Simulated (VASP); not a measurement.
# Be (Im-3m) in VASP: single point with PBE

Aim: the single point of Be with PBE.

Everything below comes from runs of VASP 6.6.1. Logs are shortened: lines on timing, memory, paths and dates and some standing lists are left out, and cuts for length are marked.

## (1) The cell of the first run

The structure is cubic, space group Im-3m (No. 229). The conventional cell has a = 2.555 Å, b = 2.555 Å, c = 2.555 Å, α = 90.00°, β = 90.00°, γ = 90.00°. Be (site symmetry m-3m) has 14 Be at 2.21 to 2.56 Å within 2.9 Å.

## (2) Single point, PBE (volume scaled by 1.06)

The input, INCAR:

```
SYSTEM = Be
  ALGO = Normal
  EDIFF = 1E-6
  ENCUT = 600
  GGA = PE
  GGA_COMPAT = .False.
  ISIF = 2
  ISMEAR = -1
  LASPH = .True.
  LCHARG = .True.
  LELF = .True.
  LREAL = .False.
  LVHAR = .True.
  LWAVE = .False.
  NBANDS = 7
  NELM = 120
  PREC = Accurate
  SIGMA = 0.03
```

The input, KPOINTS:

```
k-points
0
Gamma
  23 23 23
  0 0 0
```

The input, POSCAR:

```
Be
1.0
   -1.2776981900      1.2776981900      1.2776981900
    1.2776981900     -1.2776981900      1.2776981900
    1.2776981900      1.2776981900     -1.2776981900
Be
1
Direct
    0.0000000000      0.0000000000      0.0000000000
```

Potentials or basis: VASP PAW PBE potentials, release 64 (Be).

The run is started by

```console
$ cat potpaw_PBE.64/Be/POTCAR > POTCAR
$ mpirun -np 1 vasp_std > vasp.out
```

OUTCAR:

```text
SYSTEM = Be
   EDIFF = 1E-6
   ENCUT = 600
   GGA = PE
   ISIF = 2
   ISMEAR = -1
   LASPH = .True.
   LREAL = .False.
   NELM = 120
   PREC = Accurate

 ion  position               nearest neighbor table
   1  0.000  0.000  0.000-

  LATTYP: Found a body centered cubic cell.
 ALAT       =     2.5553963800

  Lattice vectors:

 A1 = (  -1.2776981900,   1.2776981900,   1.2776981900)
 A2 = (   1.2776981900,  -1.2776981900,   1.2776981900)
 A3 = (   1.2776981900,   1.2776981900,  -1.2776981900)

Analysis of symmetry for initial positions (statically):
=====================================================================
 Subroutine PRICEL returns:
 Original cell was already a primitive cell.

 Routine SETGRP: Setting up the symmetry group for a
 body centered cubic supercell.

 Subroutine GETGRP returns: Found 48 space group operations
 (whereof 48 operations were pure point group operations)
 out of a pool of 48 trial point group operations.

The static configuration has the point symmetry O_h .

Analysis of symmetry for dynamics (positions and initial velocities):
=====================================================================
 Subroutine PRICEL returns:
 Original cell was already a primitive cell.

 Routine SETGRP: Setting up the symmetry group for a
 body centered cubic supercell.

 Subroutine GETGRP returns: Found 48 space group operations
 (whereof 48 operations were pure point group operations)
 out of a pool of 48 trial point group operations.

The dynamic configuration has the point symmetry O_h .

 Subroutine INISYM returns: Found 48 space group operations
 (whereof 48 operations are pure point group operations),
 and found     1 'primitive' translations

----------------------------------------------------------------------------------------

                                     Primitive cell

  volume of cell :       8.3434

  direct lattice vectors                    reciprocal lattice vectors
    -1.277698190  1.277698190  1.277698190     0.000000000  0.391328722  0.391328722
     1.277698190 -1.277698190  1.277698190     0.391328722  0.000000000  0.391328722
     1.277698190  1.277698190 -1.277698190     0.391328722  0.391328722  0.000000000

  length of vectors
     2.213038182  2.213038182  2.213038182     0.553422386  0.553422386  0.553422386

  position of ions in fractional coordinates (direct lattice)
     0.000000000  0.000000000  0.000000000

  ion indices of the primitive-cell ions
   primitive index   ion index
                 1           1

----------------------------------------------------------------------------------------

 KPOINTS: k-points

Automatic generation of k-mesh.
 Grid dimensions read from file:
 generate k-points for:   23   23   23

 Generating k-lattice:

  Cartesian coordinates                     Fractional coordinates (reciprocal lattice)
     0.000000000  0.017014292  0.017014292     0.043478261  0.000000000  0.000000000
     0.017014292  0.000000000  0.017014292     0.000000000  0.043478261  0.000000000
     0.017014292  0.017014292  0.000000000     0.000000000  0.000000000  0.043478261

  Length of vectors
     0.024061843  0.024061843  0.024061843

  Shift w.r.t. Gamma in fractional coordinates (k-lattice)
     0.000000000  0.000000000  0.000000000

 Subroutine IBZKPT returns following result:
 ===========================================

 Found    364 irreducible k-points:

 Following reciprocal coordinates:
            Coordinates               Weight
  0.000000  0.000000  0.000000      1.000000
  0.043478  0.000000  0.000000     12.000000
  0.086957  0.000000  0.000000     12.000000
  0.130435  0.000000  0.000000     12.000000
  0.173913  0.000000  0.000000     12.000000
  0.217391  0.000000  0.000000     12.000000
[... 16 lines left out ...]
  0.478261  0.043478  0.000000     24.000000
  0.086957  0.086957  0.000000     24.000000
 [... further k-points ...]
   k-points           NKPTS =    364   k-points in BZ     NKDIM =    364   number of bands    NBANDS=      7
   number of dos      NEDOS =    301   number of ions     NIONS =      1
   total plane-waves  NPLWV =   5832
   dimension x,y,z NGX =    18 NGY =   18 NGZ =   18
   dimension x,y,z NGXF=    36 NGYF=   36 NGZF=   36
   ions per type =               1
   NGX,Y,Z   is equivalent  to a cutoff of  13.52, 13.52, 13.52 a.u.
   NGXF,Y,Z  is equivalent  to a cutoff of  27.04, 27.04, 27.04 a.u.
 SYSTEM =  Be
   PREC   = accura    normal or accurate (medium, high low for compatibility)
   ISTART =      0    job   : 0-new  1-cont  2-samecut
   ICHARG =      2    charge: 1-file 2-atom 10-const
   ISPIN  =      1    spin polarized calculation?
   LNONCOLLINEAR =      F non collinear calculations
   LSORBIT =      F    spin-orbit coupling
   LASPH  =      T    aspherical Exc in radial PAW
   ENCUT  =  600.0 eV  44.10 Ry    6.64 a.u.   4.42  4.42  4.42*2*pi/ulx,y,z
   NELM   =    120;   NELMIN=  2; NELMDL= -5     # of ELM steps
   EDIFF  = 0.1E-05   stopping-criterion for ELM
   LREAL  =      F    real-space projection
   EDIFFG = 0.1E-04   stopping-criterion for IOM
   NSW    =      0    number of steps for IOM
   IBRION =     -1    ionic relax: 0-MD 1-quasi-New 2-CG
   NFREE  =      0    steps in history (QN), initial steepest desc. (CG)
   ISIF   =      2    stress and relaxation
   ISYM   =      2    0-nonsym 1-usesym 2-fastsym
   POTIM  = 0.5000    time-step for ionic-motion
   TEBEG  =    0.0;   TEEND  =   0.0 temperature during run
   PSTRESS=    0.0 pullay stress
   NELECT =       2.0000    total number of electrons
   NUPDOWN=      -1.0000    fix difference up-down
   EMIN   =  10.00;   EMAX   =-10.00  energy-range for DOS
   EFERMI =   0.00;   METHOD = LEGACY
   ISMEAR =    -1;   SIGMA  =   0.03  broadening in eV -4-tet -1-fermi 0-gaus
   EFERMI_NEDOS =   21; number of points for ismear=-14 and -15
   IALGO  =     38    algorithm
   IMIX   =      4    mixing-type and parameters
     AMIX     =   0.40;   BMIX     =  1.00
     AMIX_MAG =   1.60;   BMIX_MAG =  1.00
  volume/ion in A,a.u.               =       8.34        56.30
  Fermi-wavevector in a.u.,A,eV,Ry     =   1.016958  1.921773 14.071207  1.034205
  Thomas-Fermi vector in A             =   2.150332
   LORBIT       =      0    0 simple, 1 ext, 2 COOP (PROOUT), +10 PAW based schemes
   GGA     = PE    functional components
   LHFCALC =     F    Hartree Fock is set to
   AEXX    =    0.0000 exact exchange contribution
   IVDW    =     0    specifies the selected vdW correction
   LEPSILON=     F    determine dielectric tensor
   LRPA    =     F    only Hartree local field effects (RPA)
 non-spin polarized calculation
  energy-cutoff  :      600.00
  volume of cell :        8.34
 maximum number of plane-waves:       321
 NGX is ok and might be reduce to    18
   NGX =  9   NGY =  9   NGZ =  9

 number of electron       2.0000000 magnetization

 Free energy of the ion-electron system (eV)
  ---------------------------------------------------
  ext. energy  EPLUGINS =         0.00000000
  ---------------------------------------------------
  free energy    TOTEN  =        -3.65360379 eV

  energy without entropy =       -3.65294477  energy(sigma->0) =       -3.65327428

 E-fermi :   7.4725     XC(G=0): -10.4370

 val. band max:        7.4397904421   @ k =   0.3043   0.2609   0.0870
 cond. band min:       7.4988431414   @ k =  -0.4348   0.4348   0.3913
 fundamental gap:      0.0590526994
 Fermi energy:         7.4725386162

 k-point     1 :       0.0000    0.0000    0.0000
  band No.  band energies     occupation
      1      -4.4646      2.00000
      2      25.8561      0.00000
      3      25.8561      0.00000
      4      25.8561      0.00000
      5      36.9978      0.00000
      6      36.9978      0.00000
      7      36.9978      0.00000

 k-point     2 :       0.0435    0.0000    0.0000
  band No.  band energies     occupation
      1      -4.3997      2.00000
      2      25.5474      0.00000
      3      25.5993      0.00000
      4      25.7838      0.00000
      5      36.1209      0.00000
      6      36.1596      0.00000
      7      37.4221      0.00000

 k-point     3 :       0.0870    0.0000    0.0000
  band No.  band energies     occupation
      1      -4.2048      2.00000
      2      24.5994      0.00000
      3      24.9299      0.00000
      4      25.5701      0.00000
      5      34.3360      0.00000
      6      34.6974      0.00000
      7      37.8209      0.00000

 k-point     4 :       0.1304    0.0000    0.0000
  band No.  band energies     occupation
      1      -3.8800      2.00000
      2      23.0343      0.00000
      3      24.0431      0.00000
      4      25.2292      0.00000
      5      32.9986      0.00000
      6      33.2397      0.00000
      7      37.3286      0.00000

 k-point     5 :       0.1739    0.0000    0.0000
  band No.  band energies     occupation
      1      -3.4255      2.00000
      2      21.0231      0.00000
      3      23.0940      0.00000
      4      24.7899      0.00000
      5      31.9032      0.00000
      6      32.2183      0.00000
      7      37.1857      0.00000
[... 161 lines left out ...]
 k-point    22 :       0.4348    0.0435   -0.0000
  band No.  band energies     occupation
      1       2.0961      2.00000
      2       8.2023      0.00000
      3      18.9765      0.00000
      4      21.7322      0.00000
      5      27.9190      0.00000
      6      32.4894      0.00000
      7      41.8374      0.00000

 k-point    23 :       0.4783    0.0435    0.0000
  band No.  band energies     occupation
      1       2.5024      2.00000
      2       7.6471      0.00592
      3      18.9014      0.00000
      4      21.6697      0.00000
      5      27.8391      0.00000
      6      32.5497      0.00000
      7      42.2523      0.00000

 k-point    24 :       0.0870    0.0870    0.0000
  band No.  band energies     occupation
      1      -3.6850      2.00000
      2      22.8270      0.00000
      3      23.0570      0.00000
      4      24.6268      0.00000
      5      32.5734      0.00000
      6      33.1121      0.00000
      7      37.1781      0.00000

 [... further k-points ...]
[... 5 lines left out ...]
  --------------------------------------------------------------------------------------
  -------------------------------------------------------------------------------------
  Total       -0.3722196     -0.3722196     -0.3722196     -0.0000000      0.0000000     -0.0000000
  in kB      -71.4767895    -71.4767895    -71.4767895     -0.0000000      0.0000000     -0.0000000
  external PRESSURE =     -71.4767895 kB  Pullay stress =       0.0000000 kB

 VOLUME and BASIS-vectors are now :
 -----------------------------------------------------------------------------
  energy-cutoff  :      600.00
  volume of cell :        8.34
      direct lattice vectors                 reciprocal lattice vectors
    -1.277698190  1.277698190  1.277698190     0.000000000  0.391328722  0.391328722
     1.277698190 -1.277698190  1.277698190     0.391328722  0.000000000  0.391328722
     1.277698190  1.277698190 -1.277698190     0.391328722  0.391328722  0.000000000

 POSITION                                       TOTAL-FORCE (eV/Angst)
 -----------------------------------------------------------------------------------
      0.00000      0.00000      0.00000         0.000000      0.000000     -0.000000
 -----------------------------------------------------------------------------------
    total drift:                                0.000000      0.000000     -0.000000

  FREE ENERGIE OF THE ION-ELECTRON SYSTEM (eV)
  ---------------------------------------------------
  free  energy   TOTEN  =        -3.6536037947 eV

  energy  without entropy=       -3.6529447726  energy(sigma->0) =       -3.65327428
```

Wall time 15 s (1 thread of AMD EPYC 7R43 (Zen 3), shared host); peak memory 0.1 GiB.

Results:

```yaml
Free_energy: -3.6536 eV
Pressure: -7.1 GPa
Band_gap_on_the_k_mesh: zero (band 1 reaches 10.81 eV, above the bottom of band 2 at 6.19 eV)
```
